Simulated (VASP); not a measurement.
# W4N in VASP: further runs

Runs on W4N. Level: PBE. Tasks: single point.

Program: VASP 6.6.1. These are calculated values, not measurements. Logs are shortened: lines on timing, memory, paths and dates and some standing lists are left out, and cuts for length are marked.

## Step 1: The cell of the first run

The cell holds a slab with vacuum, 5 atoms: a = 3.184 Å, b = 3.184 Å, c = 20.143 Å, α = 90.00°, β = 90.00°, γ = 90.00°.

## Step 2: Single point, PBE

INCAR

```
SYSTEM = W4N
PREC     = Accurate       ! precision mode
ENCUT    = 520            ! plane-wave cutoff, eV
EDIFF    = 1E-6           ! SCF threshold, eV
ISMEAR   = 0              ! smearing method
SIGMA    = 0.1            ! smearing width, eV
LREAL    = .FALSE.        ! projectors in reciprocal space
LASPH    = .TRUE.         ! aspherical terms in the spheres
NELM     = 80             ! most SCF steps
ALGO     = Normal         ! electronic algorithm
ISIF     = 2              ! what is computed and relaxed
LWAVE    = .FALSE.        ! write WAVECAR
LCHARG   = .FALSE.        ! write CHGCAR
LDIPOL   = .TRUE.       
IDIPOL   = 3            
DIPOL    = 0.5 0.5 0.356
GGA      = PE             ! functional
NBANDS   = 38             ! bands
```

KPOINTS

```
Automatic mesh
0
G
  8 8 1
  0 0 0
```

POSCAR

```
W4N
1.0
    3.1836991685      0.0000000000      0.0000000000
    0.0000000000      3.1836991685      0.0000000000
    0.0000000000      0.0000000000     20.1425775594
W N
4 1
Direct
    0.5000000000      0.5000000000      0.1985843166
    0.0000000000      0.0000000000      0.2776134071
    0.5000000000      0.5000000000      0.3599451789
    0.0000000000      0.0000000000      0.4290700897
    0.0000000000      0.0000000000      0.5154907183
```

Potentials or basis: VASP PAW PBE potentials, release 64 (W_sv, N).

Command:

```
$ cat potpaw_PBE.64/W_sv/POTCAR potpaw_PBE.64/N/POTCAR > POTCAR
$ mpirun -np 1 vasp_std > vasp.out
```

OUTCAR:

```text
SYSTEM = W4N
   PREC = Accurate
   ENCUT = 520
   EDIFF = 1E-6
   ISMEAR = 0
   LREAL = .FALSE.
   LASPH = .TRUE.
   NELM = 80
   ISIF = 2
   GGA = PE

 ion  position               nearest neighbor table
   1  0.500  0.500  0.199-   2 2.76   2 2.76   2 2.76   2 2.76   3 3.25
   2  0.000  0.000  0.278-   1 2.76   1 2.76   1 2.76   1 2.76   3 2.80   3 2.80   3 2.80   3 2.80
                             4 3.05
   3  0.500  0.500  0.360-   4 2.65   4 2.65   4 2.65   4 2.65   2 2.80   2 2.80   2 2.80   2 2.80
                             1 3.25
   4  0.000  0.000  0.429-   5 1.74   3 2.65   3 2.65   3 2.65   3 2.65   2 3.05
   5  0.000  0.000  0.515-   4 1.74

  LATTYP: Found a simple tetragonal cell.
 ALAT       =     3.1836991685
 C/A-ratio  =     6.3267841882

  Lattice vectors:

 A1 = (   3.1836991685,   0.0000000000,   0.0000000000)
 A2 = (   0.0000000000,   3.1836991685,   0.0000000000)
 A3 = (   0.0000000000,   0.0000000000,  20.1425775594)

Analysis of symmetry for initial positions (statically):
=====================================================================
 Subroutine PRICEL returns:
 Original cell was already a primitive cell.

 Routine SETGRP: Setting up the symmetry group for a
 simple tetragonal supercell.

 Subroutine GETGRP returns: Found  8 space group operations
 (whereof  8 operations were pure point group operations)
 out of a pool of 16 trial point group operations.

The static configuration has the point symmetry C_4v.

Analysis of symmetry for dynamics (positions and initial velocities):
=====================================================================
 Subroutine PRICEL returns:
 Original cell was already a primitive cell.

 Routine SETGRP: Setting up the symmetry group for a
 simple tetragonal supercell.

 Subroutine GETGRP returns: Found  8 space group operations
 (whereof  8 operations were pure point group operations)
 out of a pool of 16 trial point group operations.

The dynamic configuration has the point symmetry C_4v.

 Subroutine INISYM returns: Found  8 space group operations
 (whereof  8 operations are pure point group operations),
 and found     1 'primitive' translations

----------------------------------------------------------------------------------------

                                     Primitive cell

  volume of cell :     204.1640

  direct lattice vectors                    reciprocal lattice vectors
     3.183699169  0.000000000  0.000000000     0.314100029  0.000000000  0.000000000
     0.000000000  3.183699169  0.000000000     0.000000000  0.314100029  0.000000000
     0.000000000  0.000000000 20.142577559     0.000000000  0.000000000  0.049646079

  length of vectors
     3.183699169  3.183699169 20.142577559     0.314100029  0.314100029  0.049646079

  position of ions in fractional coordinates (direct lattice)
     0.500000000  0.500000000  0.198584317
     0.000000000  0.000000000  0.277613407
     0.500000000  0.500000000  0.359945179
     0.000000000  0.000000000  0.429070090
     0.000000000  0.000000000  0.515490718

  ion indices of the primitive-cell ions
   primitive index   ion index
                 1           1
                 2           2
                 3           3
                 4           4
                 5           5

----------------------------------------------------------------------------------------

 KPOINTS: Automatic mesh

Automatic generation of k-mesh.
 Grid dimensions read from file:
 generate k-points for:    8    8    1

 Generating k-lattice:

  Cartesian coordinates                     Fractional coordinates (reciprocal lattice)
     0.039262504  0.000000000  0.000000000     0.125000000  0.000000000  0.000000000
     0.000000000  0.039262504  0.000000000     0.000000000  0.125000000  0.000000000
     0.000000000  0.000000000  0.049646079     0.000000000  0.000000000  1.000000000

  Length of vectors
     0.039262504  0.039262504  0.049646079

  Shift w.r.t. Gamma in fractional coordinates (k-lattice)
     0.000000000  0.000000000  0.000000000

 Subroutine IBZKPT returns following result:
 ===========================================

 Found     15 irreducible k-points:

 Following reciprocal coordinates:
            Coordinates               Weight
  0.000000  0.000000  0.000000      1.000000
  0.125000  0.000000  0.000000      4.000000
  0.250000  0.000000  0.000000      4.000000
  0.375000  0.000000  0.000000      4.000000
  0.500000  0.000000  0.000000      2.000000
  0.125000  0.125000  0.000000      4.000000
  0.250000  0.125000  0.000000      8.000000
  0.375000  0.125000  0.000000      8.000000
  0.500000  0.125000  0.000000      4.000000
  0.250000  0.250000  0.000000      4.000000
  0.375000  0.250000  0.000000      8.000000
  0.500000  0.250000  0.000000      4.000000
  0.375000  0.375000  0.000000      4.000000
  0.500000  0.375000  0.000000      4.000000
  0.500000  0.500000  0.000000      1.000000
   k-points           NKPTS =     15   k-points in BZ     NKDIM =     15   number of bands    NBANDS=     38
   number of dos      NEDOS =    301   number of ions     NIONS =      5
   total plane-waves  NPLWV =  86400
   dimension x,y,z NGX =    24 NGY =   24 NGZ =  150
   dimension x,y,z NGXF=    48 NGYF=   48 NGZF=  300
   ions per type =               4   1
   NGX,Y,Z   is equivalent  to a cutoff of  12.53, 12.53, 12.38 a.u.
   NGXF,Y,Z  is equivalent  to a cutoff of  25.06, 25.06, 24.76 a.u.
 SYSTEM =  W4N
   PREC   = accura    normal or accurate (medium, high low for compatibility)
   ISTART =      0    job   : 0-new  1-cont  2-samecut
   ICHARG =      2    charge: 1-file 2-atom 10-const
   ISPIN  =      1    spin polarized calculation?
   LNONCOLLINEAR =      F non collinear calculations
   LSORBIT =      F    spin-orbit coupling
   LASPH  =      T    aspherical Exc in radial PAW
   ENCUT  =  520.0 eV  38.22 Ry    6.18 a.u.   5.92  5.92 37.45*2*pi/ulx,y,z
   NELM   =     80;   NELMIN=  2; NELMDL= -5     # of ELM steps
   EDIFF  = 0.1E-05   stopping-criterion for ELM
   LREAL  =      F    real-space projection
   EDIFFG = 0.1E-04   stopping-criterion for IOM
   NSW    =      0    number of steps for IOM
   IBRION =     -1    ionic relax: 0-MD 1-quasi-New 2-CG
   NFREE  =      0    steps in history (QN), initial steepest desc. (CG)
   ISIF   =      2    stress and relaxation
   ISYM   =      2    0-nonsym 1-usesym 2-fastsym
   POTIM  = 0.5000    time-step for ionic-motion
   TEBEG  =    0.0;   TEEND  =   0.0 temperature during run
   PSTRESS=    0.0 pullay stress
   NELECT =      61.0000    total number of electrons
   NUPDOWN=      -1.0000    fix difference up-down
   EMIN   =  10.00;   EMAX   =-10.00  energy-range for DOS
   EFERMI =   0.00;   METHOD = LEGACY
   ISMEAR =     0;   SIGMA  =   0.10  broadening in eV -4-tet -1-fermi 0-gaus
   EFERMI_NEDOS =   21; number of points for ismear=-14 and -15
   IALGO  =     38    algorithm
   IMIX   =      4    mixing-type and parameters
     AMIX     =   0.40;   BMIX     =  1.00
     AMIX_MAG =   1.60;   BMIX_MAG =  1.00
  volume/ion in A,a.u.               =      40.83       275.55
  Fermi-wavevector in a.u.,A,eV,Ry     =   1.094439  2.068191 16.297028  1.197798
  Thomas-Fermi vector in A             =   2.230744
   LORBIT       =      0    0 simple, 1 ext, 2 COOP (PROOUT), +10 PAW based schemes
   GGA     = PE    functional components
   LHFCALC =     F    Hartree Fock is set to
   AEXX    =    0.0000 exact exchange contribution
   IVDW    =     0    specifies the selected vdW correction
   LEPSILON=     F    determine dielectric tensor
   LRPA    =     F    only Hartree local field effects (RPA)
 non-spin polarized calculation
 Gauss-broadening in eV      SIGMA  =   0.10
  energy-cutoff  :      520.00
  volume of cell :      204.16
 maximum number of plane-waves:      5576
 NGX is ok and might be reduce to    24
   NGX = 11   NGY = 11   NGZ = 75

 dipolmoment           0.000000      0.000000     -0.030357 electrons x Angstroem

 number of electron      60.9999991 magnetization

 dipolmoment           0.000000      0.000000      0.244287 electrons x Angstroem

 Free energy of the ion-electron system (eV)
  ---------------------------------------------------
  ext. energy  EPLUGINS =         0.00000000
  ---------------------------------------------------
  free energy    TOTEN  =       -53.88542689 eV

  energy without entropy =      -53.85728539  energy(sigma->0) =      -53.87135614

 E-fermi :  -0.5210     XC(G=0):  -5.8414

 val. band max:       -0.5288578855   @ k =   0.5000   0.1250   0.0000
 cond. band min:      -0.4623660878   @ k =   0.3750   0.1250   0.0000
 fundamental gap:      0.0664917977
 Fermi energy:        -0.5209508376

 k-point     1 :       0.0000    0.0000    0.0000
  band No.  band energies     occupation
      1     -74.4416      2.00000
      2     -74.3359      2.00000
      3     -74.1234      2.00000
      4     -73.4537      2.00000
      5     -38.8791      2.00000
      6     -38.7298      2.00000
[... 30 lines left out ...]
     37       1.9243      0.00000
     38       2.4320      0.00000

 k-point     2 :       0.1250    0.0000    0.0000
  band No.  band energies     occupation
      1     -74.4361      2.00000
      2     -74.3378      2.00000
      3     -74.1218      2.00000
      4     -73.4544      2.00000
      5     -38.9015      2.00000
      6     -38.7901      2.00000
[... 30 lines left out ...]
     37       1.7869      0.00000
     38       2.2160      0.00000

 k-point     3 :       0.2500    0.0000    0.0000
  band No.  band energies     occupation
      1     -74.4213      2.00000
      2     -74.3440      2.00000
      3     -74.1177      2.00000
      4     -73.4560      2.00000
      5     -38.9694      2.00000
      6     -38.8972      2.00000
[... 30 lines left out ...]
     37       1.9349      0.00000
[... 412 lines left out ...]
 k-point    14 :       0.5000    0.3750    0.0000
  band No.  band energies     occupation
      1     -74.3821      2.00000
      2     -74.3577      2.00000
      3     -74.1044      2.00000
      4     -73.4512      2.00000
      5     -39.0286      2.00000
      6     -39.0085      2.00000
[... 30 lines left out ...]
     37       2.9966      0.00000
     38       3.0945      0.00000

 k-point    15 :       0.5000    0.5000    0.0000
  band No.  band energies     occupation
      1     -74.3810      2.00000
      2     -74.3565      2.00000
      3     -74.1032      2.00000
      4     -73.4500      2.00000
      5     -39.0505      2.00000
      6     -39.0505      2.00000
[... 30 lines left out ...]
     37       2.9342      0.00000
     38       3.0824      0.00000

------------------------ aborting loop because EDIFF is reached ----------------------------------------

 vacuum level on the upper side and lower side of the slab       (xc-potential included)         2.050        -2.241

  FORCE on cell =-STRESS in cart. coord.  units (eV):
  Direction    XX          YY          ZZ          XY          YZ          ZX
  --------------------------------------------------------------------------------------
  -------------------------------------------------------------------------------------
  Total       -2.1148644     -2.1148644      1.5386684      0.0000000      0.0000000      0.0000000
  in kB      -16.5964046    -16.5964046     12.0747048      0.0000000      0.0000000      0.0000000
  external PRESSURE =      -7.0393682 kB  Pullay stress =       0.0000000 kB

 VOLUME and BASIS-vectors are now :
 -----------------------------------------------------------------------------
  energy-cutoff  :      520.00
  volume of cell :      204.16
      direct lattice vectors                 reciprocal lattice vectors
     3.183699169  0.000000000  0.000000000     0.314100029  0.000000000  0.000000000
     0.000000000  3.183699169  0.000000000     0.000000000  0.314100029  0.000000000
     0.000000000  0.000000000 20.142577559     0.000000000  0.000000000  0.049646079

 POSITION                                       TOTAL-FORCE (eV/Angst)
 -----------------------------------------------------------------------------------
      1.59185      1.59185      4.00000         0.000000      0.000000      2.044700
      0.00000      0.00000      5.59185         0.000000      0.000000     -2.231780
      1.59185      1.59185      7.25022         0.000000      0.000000     -2.641636
      0.00000      0.00000      8.64258        -0.000000      0.000000      2.493231
      0.00000      0.00000     10.38331         0.000000      0.000000      0.335485
 -----------------------------------------------------------------------------------
    total drift:                                0.000000      0.000000     -0.000317

  FREE ENERGIE OF THE ION-ELECTRON SYSTEM (eV)
  ---------------------------------------------------
  free  energy   TOTEN  =       -53.8854268871 eV

  energy  without entropy=      -53.8572853931  energy(sigma->0) =      -53.87135614

 vacuum level on the upper side and lower side of the slab         7.952         3.472
```

Wall time 78 s (1 thread of Intel Xeon 6975P-C (Granite Rapids), shared host); peak memory 0.32 GiB.

What came out:

| Quantity | Value |
| --- | --- |
| Free energy | -53.8854 eV |
| Largest force | 2.642 eV/Å |

Forces on the atoms (eV/Å):
```
W    0.000  0.000  2.045
W    0.000  0.000 -2.232
W    0.000  0.000 -2.642
W    0.000  0.000  2.493
N    0.000  0.000  0.335
```

Levels at points of the mesh, in eV from the Fermi level:
```tsv
k point	band 26	band 27	band 28	band 29	band 30	band 31	band 32	band 33	band 34	band 35
(0.00, 0.00, 0.00)	-0.90	-0.72	-0.72	-0.53	-0.49	-0.23	0.46	0.46	0.88	1.88
(0.50, 0.00, 0.00)	-1.52	-0.92	-0.91	-0.58	0.18	0.49	0.79	0.80	1.25	2.64
(0.50, 0.50, 0.00)	-1.81	-1.81	-0.58	-0.11	-0.11	1.96	2.12	2.12	2.85	2.87
```

Caveat: spin-orbit coupling is left out, which moves the levels of the heavy elements.

## Step 3: Single point, PBE

INCAR

```
PREC = Accurate
ENCUT = 520
EDIFF = 1E-7
ISMEAR = 0
SIGMA = 0.1
LREAL = False
LASPH = True
NELM = 100
ALGO = Normal
ISIF = 2
LWAVE = False
LCHARG = False
LDIPOL = True
IDIPOL = 3
DIPOL = 0.5 0.5 0.345
GGA = PE
NBANDS = 38
```

KPOINTS

```
Automatic mesh
0
Gamma
  8 8 1
```

Changes to POSCAR since step 2:

```diff
@@ -12,2 +12,2 @@
     0.0000000000      0.0000000000      0.4290700897
-    0.0000000000      0.0000000000      0.5154907183
+    0.5000000000      0.5000000000      0.4617549243
```

Potentials or basis: VASP PAW PBE potentials, release 64 (W_sv, N).

Command:

```
$ cat potpaw_PBE.64/W_sv/POTCAR potpaw_PBE.64/N/POTCAR > POTCAR
$ mpirun -np 1 vasp_std > vasp.out
```

It took 79 s on 1 thread of Intel Xeon 6975P-C (Granite Rapids), shared host; peak memory 0.32 GiB.

It converged, with:

- Free energy: -55.7363 eV
- Largest force: 4.968 eV/Å

Forces on the atoms (eV/Å):
```
W    0.000  0.000  1.711
W    0.000  0.000 -1.553
W    0.000  0.000 -4.968
W    0.000  0.000  4.732
N    0.000  0.000  0.079
```

Levels at points of the mesh, in eV from the Fermi level:
| k point | band 28 | band 29 | band 30 | band 31 | band 32 | band 33 | band 34 | band 35 |
| --- | --- | --- | --- | --- | --- | --- | --- | --- |
| (0.00, 0.00, 0.00) | -1.32 | -1.19 | -0.58 | -0.58 | -0.31 | 0.39 | 0.51 | 1.10 |
| (0.50, 0.00, 0.00) | -0.85 | -0.71 | -0.49 | 0.29 | 0.51 | 1.35 | 1.44 | 1.64 |
| (0.50, 0.50, 0.00) | -1.42 | -1.42 | 0.69 | 1.08 | 1.89 | 2.01 | 2.01 | 2.18 |

Caveat: spin-orbit coupling is left out, which moves the levels of the heavy elements.
